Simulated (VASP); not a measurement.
Input of a VASP 6.6.1 run:

The input INCAR:

```
SYSTEM = AlCo
ALGO = Normal ; EDIFF = 1E-7
ENCUT = 520 ; GGA = PE
ISIF = 2 ; ISMEAR = -1
LASPH = .True. ; LCHARG = .False.
LREAL = .False. ; LWAVE = .False.
NBANDS = 13 ; NELM = 60
PREC = Accurate ; SIGMA = 0.08
```

The input KPOINTS:

```
k-points
0
Gamma
  13 13 13
  0 0 0
```

Contents of POSCAR:

```
AlCo
1.0
    0.0000000000      2.4631172353      2.4631172353
    2.4631172353      0.0000000000      2.4631172353
    2.4631172353      2.4631172353      0.0000000000
Co Al
1 1
Direct
    0.0000000000      0.0000000000      0.0000000000
    0.2500000000      0.2500000000      0.2500000000
```

Potentials or basis: VASP PAW PBE potentials, release 64 (Co, Al).

Launch:

```sh
$ cat potpaw_PBE.64/Co/POTCAR potpaw_PBE.64/Al/POTCAR > POTCAR
$ mpirun -np 1 vasp_std > vasp.out
```

Estimate the pressure.

25.0 GPa.

Estimate the band gap on the k mesh.

0.04 eV, indirect (least direct gap 0.38 eV).

A k mesh can miss the band edges. Spin polarisation is off, so any magnetic state and its effect on volume and gap are missing.
